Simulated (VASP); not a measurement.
Crystal: CdF3.

```
Cd F
1.0
     3.73706    0.00000    0.00000
     0.00000    5.48772    0.00000
     0.00000    0.00000    6.22263
Cd F
2 6
Direct
  0.00000 0.50000 0.15104
  0.50000 0.00000 0.84896
  0.00000 0.75559 0.85384
  0.00000 0.24441 0.85384
  0.50000 0.25559 0.14616
  0.50000 0.74441 0.14616
  0.00000 0.50000 0.48333
  0.50000 0.00000 0.51667
```

The cell was built from a structure type or drawn by symmetry, and may not be a known phase.

* Program: VASP 6.6.1
* Task: relaxation of cell and atoms
* Functional: PBE
* Potentials or basis: VASP PAW PBE potentials, release 64 (Cd, F)
* Cutoff: 600 eV
* k mesh: 6 × 4 × 4
* Occupations: gaussian, width 0.1 eV
* Spin: no spin polarisation

At the start: pressure 0.5 GPa; volume 15.95 Å³/atom.

Where does the relaxation end?

Over 12 steps the energy falls by 2.3 meV/atom and the volume is 15.72 Å³/atom (-1.4 %); space group Pmmn (No. 59, to 0.1 Å) before and after.

Step by step:
| step | energy change (eV) | largest force (eV/Å) | pressure (GPa) | volume (Å³) |
| --- | --- | --- | --- | --- |
| 1 | 0.0000 | 0.2029 | 0.50 | 127.61 |
| 2 | -0.0047 | 0.0512 | -0.03 | 128.54 |
| 3 | -0.0048 | 0.0402 | -0.07 | 128.62 |
| 4 | -0.0058 | 0.0443 | -0.10 | 128.60 |
| 5 | -0.0082 | 0.0564 | -0.20 | 128.54 |
| 6 | -0.0102 | 0.0824 | -0.35 | 128.41 |
| 7 | -0.0109 | 0.0755 | -0.32 | 128.25 |
| 8 | -0.0127 | 0.0594 | -0.21 | 127.76 |
| 9 | -0.0146 | 0.0436 | 0.02 | 126.78 |
| 10 | -0.0147 | 0.0486 | 0.11 | 126.42 |
| 11 | -0.0160 | 0.0401 | 0.09 | 126.27 |
| 12 | -0.0187 | 0.0208 | 0.03 | 125.80 |

Final structure:
```
Cd F
1.0
     3.71092    0.00000    0.00000
     0.00000    5.61171    0.00000
     0.00000    0.00000    6.04072
Cd F
2 6
Direct
  0.00000 0.50000 0.15191
  0.50000 0.00000 0.84809
  0.00000 0.75613 0.84727
  0.00000 0.24387 0.84727
  0.50000 0.25613 0.15273
  0.50000 0.74387 0.15273
  0.00000 0.50000 0.50011
  0.50000 0.00000 0.49989
```
